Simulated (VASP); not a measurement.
Input of a VASP 6.6.1 run:

File INCAR:

```
SYSTEM = MgO5
PREC     = Accurate       ! precision mode
ENCUT    = 520            ! plane-wave cutoff, eV
EDIFF    = 1E-6           ! SCF threshold, eV
ISMEAR   = 0              ! smearing method
SIGMA    = 0.1            ! smearing width, eV
LREAL    = .False.        ! projectors in reciprocal space
LASPH    = .True.         ! aspherical terms in the spheres
NELM     = 150            ! most SCF steps
ALGO     = Normal         ! electronic algorithm
ISIF     = 2              ! what is computed and relaxed
LWAVE    = .False.        ! write WAVECAR
LCHARG   = .True.         ! write CHGCAR
ISPIN    = 2              ! spin polarisation
MAGMOM   = 0 -0.35 -0.35 1.03 0.77 0.77 ! initial moments
LORBIT   = 11             ! projections on sites
GGA      = PE             ! functional
LELF     = .True.         ! ELF
LVHAR    = .True.       
NBANDS   = 29             ! bands
```

KPOINTS

```
Automatic mesh
0
Gamma
  12 12 10
  0 0 0
```

POSCAR

```
MgO5
1.0
    4.2491363412      0.0000000000      0.0000000000
   -2.1245681706      3.6798600156      0.0000000000
    0.0000000000      0.0000000000      3.6847802553
Mg O
1 5
Direct
    0.0000000000      0.0000000000      0.5000000000
    0.3333333333      0.6666666667      0.5000000000
    0.6666666667      0.3333333333      0.5000000000
    0.0000000000      0.0000000000      0.0000000000
    0.3333333333      0.6666666667      0.0000000000
    0.6666666667      0.3333333333      0.0000000000
```

Potentials or basis: VASP PAW PBE potentials, release 64 (Mg, O).

Command:

```sh
$ cat potpaw_PBE.64/Mg/POTCAR potpaw_PBE.64/O/POTCAR > POTCAR
$ mpirun -np 1 vasp_std > vasp.out
```

(1) What does it give for the pressure?

(2) Predict the net moment.

(3) What does it give for the site moments?

Results:

(1) -0.3 GPa.

(2) 1.95 μB per cell.

(3) Mg -0.00; O -0.31, +0.93, +0.69 (each value once) μB.
